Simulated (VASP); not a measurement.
# LiBe16 (a cell with a defect) in VASP: further runs, part 2 of 2

VASP 6.6.1. Earlier steps stand in the parts before.

## 3. Relaxation of the atoms, PBEsol

INCAR

```
SYSTEM = LiBe16
PREC = Accurate
ENCUT = 520
EDIFF = 1E-6
ISMEAR = 0
SIGMA = 0.1
LREAL = Auto
LASPH = .True.
NELM = 100
ALGO = Normal
ISIF = 2
LWAVE = .False.
LCHARG = .False.
GGA = PS
IBRION = 2
NSW = 80
EDIFFG = -0.03
```

KPOINTS

```
regular mesh
0
Gamma
  5 6 4
  0 0 0
```

POSCAR

```
LiBe16
1.0
   -2.2900000000     -3.9663960000      0.0000000000
    3.4350000000     -1.9831980000      0.0000000000
    0.0000000000      0.0000000000      7.1768600000
Be Li
16 1
Direct
    0.7500000000      0.5000000000      0.0000000000
    0.5000000000      0.3333333000      0.2500000000
    0.7500000000      0.5000000000      0.5000000000
    0.5000000000      0.3333333000      0.7500000000
    0.5000000000      0.0000000000      0.0000000000
    0.2500000000      0.8333333000      0.2500000000
    0.5000000000      0.0000000000      0.5000000000
    0.2500000000      0.8333333000      0.7500000000
    0.2500000000      0.5000000000      0.0000000000
    0.0000000000      0.3333333000      0.2500000000
    0.2500000000      0.5000000000      0.5000000000
    0.0000000000      0.3333333000      0.7500000000
    0.0000000000      0.0000000000      0.0000000000
    0.7500000000      0.8333333000      0.2500000000
    0.0000000000      0.0000000000      0.5000000000
    0.7500000000      0.8333333000      0.7500000000
   -0.0164307000      0.6777189000      0.3677177000
```

Potentials or basis: VASP PAW PBE potentials, release 64 (Be, Li_sv).

Command:

```console
$ cat potpaw_PBE.64/Be/POTCAR potpaw_PBE.64/Li_sv/POTCAR > POTCAR
$ mpirun -np 1 vasp_std > vasp.out
```

OUTCAR:

```text
SYSTEM = LiBe16
   PREC = Accurate
   ENCUT = 520
   EDIFF = 1E-6
   ISMEAR = 0
   LREAL = Auto
   LASPH = .True.
   NELM = 100
   ISIF = 2
   GGA = PS
   IBRION = 2
   NSW = 80
   EDIFFG = -0.03

 ion  position               nearest neighbor table
   1  0.750  0.500  0.000-  14 2.23  16 2.23   2 2.23   4 2.23  10 2.23  12 2.23   9 2.29  13 2.29
                             5 2.29   9 2.29  13 2.29   5 2.29
   2  0.500  0.333  0.250-   5 2.23   7 2.23   1 2.23   3 2.23   9 2.23  11 2.23  10 2.29  14 2.29
                             6 2.29  10 2.29  14 2.29   6 2.29
   3  0.750  0.500  0.500-  17 1.59  16 2.23  14 2.23   4 2.23   2 2.23  12 2.23  10 2.23  11 2.29
                            15 2.29   7 2.29  11 2.29  15 2.29   7 2.29
   4  0.500  0.333  0.750-   5 2.23   7 2.23   1 2.23   3 2.23   9 2.23  11 2.23  12 2.29  16 2.29
                             8 2.29  12 2.29  16 2.29   8 2.29
   5  0.500  0.000  0.000-   2 2.23   4 2.23   6 2.23   8 2.23  14 2.23  16 2.23   1 2.29  13 2.29
                             9 2.29  13 2.29   9 2.29   1 2.29
   6  0.250  0.833  0.250-  17 1.61  11 2.23   9 2.23   7 2.23   5 2.23  15 2.23  13 2.23   2 2.29
                            14 2.29  10 2.29  14 2.29  10 2.29   2 2.29
   7  0.500  0.000  0.500-   2 2.23   4 2.23   6 2.23   8 2.23  14 2.23  16 2.23  15 2.29   3 2.29
                            11 2.29  15 2.29  11 2.29   3 2.29
   8  0.250  0.833  0.750-   9 2.23  11 2.23   5 2.23   7 2.23  13 2.23  15 2.23   4 2.29  16 2.29
                            12 2.29  16 2.29  12 2.29   4 2.29
   9  0.250  0.500  0.000-   6 2.23   8 2.23  10 2.23  12 2.23   2 2.23   4 2.23   1 2.29   5 2.29
                            13 2.29   1 2.29  13 2.29   5 2.29
  10  0.000  0.333  0.250-  17 1.61  15 2.23  13 2.23  11 2.23   9 2.23   3 2.23   1 2.23   6 2.29
                             2 2.29  14 2.29   2 2.29  14 2.29   6 2.29
  11  0.250  0.500  0.500-  17 1.70   8 2.23   6 2.23  12 2.23  10 2.23   4 2.23   2 2.23   3 2.29
                             7 2.29  15 2.29   3 2.29  15 2.29   7 2.29
  12  0.000  0.333  0.750-  13 2.23  15 2.23   9 2.23  11 2.23   1 2.23   3 2.23   4 2.29   8 2.29
                            16 2.29   4 2.29  16 2.29   8 2.29
  13  0.000  0.000  0.000-  10 2.23  12 2.23  14 2.23  16 2.23   6 2.23   8 2.23   5 2.29   9 2.29
                             1 2.29   5 2.29   9 2.29   1 2.29
  14  0.750  0.833  0.250-  17 1.50   3 2.23   1 2.23  15 2.23  13 2.23   7 2.23   5 2.23  10 2.29
                             6 2.29   2 2.29   6 2.29  10 2.29   2 2.29
  15  0.000  0.000  0.500-  17 1.59  12 2.23  10 2.23  16 2.23  14 2.23   8 2.23   6 2.23   7 2.29
                            11 2.29   3 2.29   7 2.29  11 2.29   3 2.29
[... 221 lines left out ...]
  energy without entropy =      -56.68293623  energy(sigma->0) =      -56.68739277

------------------------ aborting loop because EDIFF is reached ----------------------------------------

  FORCE on cell =-STRESS in cart. coord.  units (eV):
  Direction    XX          YY          ZZ          XY          YZ          ZX
  --------------------------------------------------------------------------------------
  -------------------------------------------------------------------------------------
  Total       10.5160695     10.6247163     10.4148801      0.2397124      0.0219955     -0.3362097
  in kB      129.2313872    130.5665412    127.9878760      2.9458122      0.2703018     -4.1316627
  external PRESSURE =     129.2619348 kB  Pullay stress =       0.0000000 kB
[... 134 lines left out ...]
  FREE ENERGIE OF THE ION-ELECTRON SYSTEM (eV)
  ---------------------------------------------------
  free  energy   TOTEN  =       -59.9484285176 eV

  energy  without entropy=      -59.9372201743  energy(sigma->0) =      -59.94282435

[... ionic steps 4 to 67 ...]

--------------------------------------- Ionic step       68  -------------------------------------------

 number of electron      34.9999998 magnetization

------------------------ aborting loop because EDIFF is reached ----------------------------------------
[... 97 lines left out ...]
--------------------------------------- Ionic step       70  -------------------------------------------

 number of electron      34.9999998 magnetization

 Free energy of the ion-electron system (eV)
  ---------------------------------------------------
  ext. energy  EPLUGINS =         0.00000000
  ---------------------------------------------------
  free energy    TOTEN  =       -61.31897898 eV

  energy without entropy =      -61.30474491  energy(sigma->0) =      -61.31186194

 E-fermi :   7.1756     XC(G=0): -10.6605

 val. band max:        7.1736655444   @ k =  -0.2000   0.3333   0.0000
 cond. band min:       7.1793640170   @ k =   0.2000   0.3333   0.5000
 fundamental gap:      0.0056984726
 Fermi energy:         7.1755506226

 k-point     1 :       0.0000    0.0000    0.0000
  band No.  band energies     occupation
      1     -38.2351      2.00000
      2      -4.0542      2.00000
      3      -2.1286      2.00000
      4      -1.8813      2.00000
      5       0.9935      2.00000
      6       1.0986      2.00000
[... 685 lines left out ...]
     25      10.0018      0.00000
     26      10.8676      0.00000

 [... further k-points ...]
[... 5 lines left out ...]
  --------------------------------------------------------------------------------------
  -------------------------------------------------------------------------------------
  Total       16.6875298      7.6576509      1.0155161      1.3427803      0.0384797     -0.0477257
  in kB      205.0721157     94.1044416     12.4796208     16.5013521      0.4728751     -0.5864983
  external PRESSURE =     103.8853927 kB  Pullay stress =       0.0000000 kB
[... 32 lines left out ...]
  FREE ENERGIE OF THE ION-ELECTRON SYSTEM (eV)
  ---------------------------------------------------
  free  energy   TOTEN  =       -61.3189789775 eV

  energy  without entropy=      -61.3047449119  energy(sigma->0) =      -61.31186194

 reached required accuracy - stopping structural energy minimisation
```

OSZICAR:

```text
N       E                     dE             d eps       ncg     rms          rms(c)
DAV:   1     0.824595744785E+02    0.82460E+02   -0.14253E+04  3224   0.120E+03
DAV:   2    -0.454814585838E+02   -0.12794E+03   -0.12083E+03  4038   0.231E+02
DAV:   3    -0.579355342650E+02   -0.12454E+02   -0.12117E+02  6092   0.533E+01
[... 524 lines left out ...]
       N       E                     dE             d eps       ncg     rms          rms(c)
DAV:   1    -0.613189528047E+02   -0.24669E-03   -0.18805E-02  3238   0.833E-01    0.169E-02
DAV:   2    -0.613189804824E+02   -0.27678E-04   -0.39435E-04  3878   0.122E-01    0.933E-03
DAV:   3    -0.613189790577E+02    0.14247E-05   -0.16010E-05  4792   0.234E-02    0.324E-03
DAV:   4    -0.613189789775E+02    0.80170E-07   -0.72171E-07  2388   0.469E-03
  70 F= -.61318979E+02 E0= -.61311862E+02  d E =-.272759E-03
```

It took 1.5 h on 1 thread of AMD EPYC 9R45 (Zen 5), shared host; peak memory 0.29 GiB.

What came out:

- Free energy: -61.3190 eV
- Energy gained by relaxing: 272.2 meV/atom
- Ionic steps: 70
- Largest force after relaxing: 0.029 eV/Å

Forces on the atoms (eV/Å):
```
Be  -0.015  0.018  0.013
Be   0.028 -0.007 -0.003
Be  -0.018 -0.004  0.001
Be  -0.015  0.003  0.004
Be   0.008  0.007  0.002
Be   0.006 -0.003  0.009
Be   0.007 -0.003 -0.008
Be  -0.003  0.002 -0.017
Be  -0.008  0.001  0.025
Be   0.027 -0.001 -0.008
Be  -0.004 -0.001  0.010
Be  -0.003 -0.006  0.000
Be  -0.012  0.004 -0.007
Be  -0.014 -0.005 -0.024
Be   0.009 -0.006  0.001
Be  -0.004  0.006  0.011
Li   0.011 -0.004 -0.008
```

Step by step:
```tsv
step	energy change (eV)	largest force (eV/Å)	pressure (GPa)
1	0.0000	6.0354	12.93
3	-3.2566	1.5031	11.00
5	-3.5645	0.8684	10.90
7	-3.7141	0.5752	11.00
9	-3.7850	0.3055	11.29
11	-3.8155	0.3287	11.39
13	-3.8284	0.1825	11.47
15	-3.8393	0.1882	11.61
17	-3.8475	0.1793	11.65
19	-3.8534	0.2281	11.67
21	-3.8716	0.2816	11.71
23	-3.8889	0.5604	11.84
25	-3.9071	0.6084	11.94
27	-3.9353	0.5644	12.16
29	-3.9939	0.5464	12.24
31	-4.1015	0.8280	11.90
33	-4.2059	0.4944	11.73
35	-4.2262	0.7255	11.72
37	-4.3529	0.8014	11.52
39	-4.4223	0.3837	11.31
41	-4.4839	0.4234	10.97
43	-4.5086	0.2789	10.86
45	-4.5435	0.3373	10.79
47	-4.5700	0.2814	10.68
49	-4.5866	0.3004	10.58
51	-4.5979	0.1819	10.44
53	-4.6072	0.2457	10.36
55	-4.6147	0.1392	10.33
57	-4.6199	0.1635	10.38
59	-4.6228	0.0877	10.38
61	-4.6242	0.1059	10.37
63	-4.6251	0.0601	10.36
65	-4.6259	0.0442	10.37
67	-4.6264	0.0693	10.38
69	-4.6269	0.0409	10.39
70	-4.6271	0.0288	10.39
```

Final structure:
```yaml
crystal:
  lattice:
    - [-2.29000, -3.96640, 0.00000]
    - [3.43500, -1.98320, 0.00000]
    - [0.00000, 0.00000, 7.17686]
  atoms:
    - { symbol: Be, position: [0.75520, 0.43338, 0.00291] }
    - { symbol: Be, position: [0.47687, 0.49062, 0.25594] }
    - { symbol: Be, position: [0.75434, 0.43296, 0.51069] }
    - { symbol: Be, position: [0.50557, 0.29777, 0.75690] }
    - { symbol: Be, position: [0.51356, 0.93753, 0.00409] }
    - { symbol: Be, position: [0.28315, 0.88625, 0.25726] }
    - { symbol: Be, position: [0.51305, 0.93685, 0.51106] }
    - { symbol: Be, position: [0.25957, 0.80655, 0.75709] }
    - { symbol: Be, position: [0.24200, 0.48748, 0.00109] }
    - { symbol: Be, position: [0.07535, 0.28790, 0.25631] }
    - { symbol: Be, position: [0.24231, 0.48656, 0.51131] }
    - { symbol: Be, position: [0.00982, 0.29919, 0.75666] }
    - { symbol: Be, position: [0.00929, 0.98230, 0.00292] }
    - { symbol: Be, position: [0.69162, 0.10803, 0.25833] }
    - { symbol: Be, position: [0.00880, 0.98141, 0.51104] }
    - { symbol: Be, position: [0.76618, 0.79119, 0.75704] }
    - { symbol: Li, position: [0.87691, 0.69841, 0.25707] }
```

Levels at points of the mesh, in eV from the Fermi level:
```csv
k point,band 14,band 15,band 16,band 17,band 18,band 19,band 20,band 21
"(0.00, 0.00, 0.00)",-3.31,-3.28,-1.26,0.25,0.37,0.57,1.04,1.40
"(0.00, 0.50, 0.00)",-3.46,-3.00,-2.57,-2.30,-0.40,0.77,1.27,1.32
"(0.00, 0.00, 0.50)",-2.15,-1.81,-1.75,-1.62,-0.63,0.82,1.35,2.13
"(0.00, 0.50, 0.50)",-4.08,-3.38,-3.15,-2.98,0.30,1.36,2.26,2.28
```

Caveat: the cutoff is under 1.25 times the usual one of these potentials, so pressure, stress and relaxed cells hold a basis-set (Pulay) error; the PAW data sets were made with another functional, which shifts forces and pressure a little.
